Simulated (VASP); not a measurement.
Input of a VASP 6.6.1 run:

File INCAR:

```
PREC     = Accurate       # precision mode
ENCUT    = 520            # plane-wave cutoff, eV
EDIFF    = 1E-6           # SCF threshold, eV
ISMEAR   = -1             # smearing method
SIGMA    = 0.02           # smearing width, eV
LREAL    = False          # projectors in reciprocal space
LASPH    = True           # aspherical terms in the spheres
NELM     = 80             # most SCF steps
ALGO     = Normal         # electronic algorithm
ISIF     = 2              # what is computed and relaxed
LWAVE    = False          # write WAVECAR
LCHARG   = False          # write CHGCAR
GGA      = PE             # functional
NBANDS   = 34             # bands
```

KPOINTS

```
regular mesh
0
Gamma
  5 5 8
```

The input POSCAR:

```
Te3Se
1.0
    7.7806856982      0.0000000000      0.0000000000
   -3.8903428491      6.7382714736      0.0000000000
    0.0000000000      0.0000000000      4.2587048267
Te Se
6 2
Direct
    0.1712600050      0.3425200100      0.2500000000
    0.1712600050      0.8287399950      0.2500000000
    0.6574799900      0.8287399950      0.2500000000
    0.8287399950      0.6574799900      0.7500000000
    0.8287399950      0.1712600050      0.7500000000
    0.3425200100      0.1712600050      0.7500000000
    0.3333333333      0.6666666667      0.7500000000
    0.6666666667      0.3333333333      0.2500000000
```

Potentials or basis: VASP PAW PBE potentials, release 64 (Te, Se).

Run with:

```sh
$ cat potpaw_PBE.64/Te/POTCAR potpaw_PBE.64/Se/POTCAR > POTCAR
$ mpirun -np 1 vasp_std > vasp.out
```

**Question.** Estimate the band gap on the k mesh.

**Answer.** Zero (bands 24 and 25 overlap by 1.14 eV).

**Question.** Estimate the pressure.

**Answer.** 1.7 GPa.

Forces on the atoms (eV/Å):
```
Te   0.000  0.015  0.000
Te   0.013 -0.007  0.000
Te  -0.013 -0.007  0.000
Te   0.000 -0.015  0.000
Te  -0.013  0.007  0.000
Te   0.013  0.007  0.000
Se   0.000  0.000  0.000
Se   0.000  0.000  0.000
```

Caveat: spin-orbit coupling is left out, which moves the levels of the heavy elements.
